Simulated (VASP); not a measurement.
# ZnS: single point with LDA

**What was measured.**

“Electronic, vibrational, and thermodynamic properties of ZnS (zincblende and rocksalt structure)”, 2009, arxiv:0911.5022 quotes, for a bulk crystal of ZnS at 19 K: band gap 3.85 eV (direct).

Crystal: ZnS.

```
CELL_PARAMETERS angstrom
0.00000 2.66171 2.66171
2.66171 0.00000 2.66171
2.66171 2.66171 0.00000
ATOMIC_POSITIONS crystal
Zn 0.75000 0.75000 0.75000
S 0.00000 0.00000 0.00000
```

```yaml
Program: VASP 6.6.1
Task: single point
Functional: LDA
Potentials_or_basis: VASP PAW LDA potentials, release 64 (Zn, S)
Cutoff: 520 eV
k_mesh: 8 × 8 × 8
Occupations: gaussian, width 0.01 eV
Spin: no spin polarisation
Dipole_correction: no
Further_INCAR_settings: ALGO = Normal; EDIFF = 1e-06; NBANDS = 16
```

```yaml
Pressure: -1.0 GPa
Band_gap_on_the_k_mesh: 2.09 eV, direct
```

Levels at points of the mesh, in eV from the valence-band top:
```
           k point  band 6  band 7  band 8  band 9  band 10  band 11  band 12  band 13
(0.00, 0.00, 0.00)   -6.15    0.00    0.00    0.00     2.09     6.22     6.22     6.22
(0.50, 0.00, 0.00)   -5.93   -5.68   -0.94   -0.94     3.20     6.77     6.77     8.79
(0.50, 0.50, 0.00)   -5.91   -4.85   -2.42   -2.42     3.09     3.89    11.05    12.09
```

It took 9.8 s on 1 thread of AMD EPYC 9R45 96-Core Processor (Zen 5), with other jobs on the host, peak memory 0.11 GiB.

Measured gap of ZnS: 3.85 eV (direct; 19 K; quoted in “Electronic, vibrational, and thermodynamic properties of ZnS (zincblende and rocksalt structure)”, 2009, arxiv:0911.5022). This calculation gives 2.09 eV (-1.76 eV). The value is that of LDA, without temperature or zero-point motion. Semilocal functionals fall short of measured gaps as a rule.
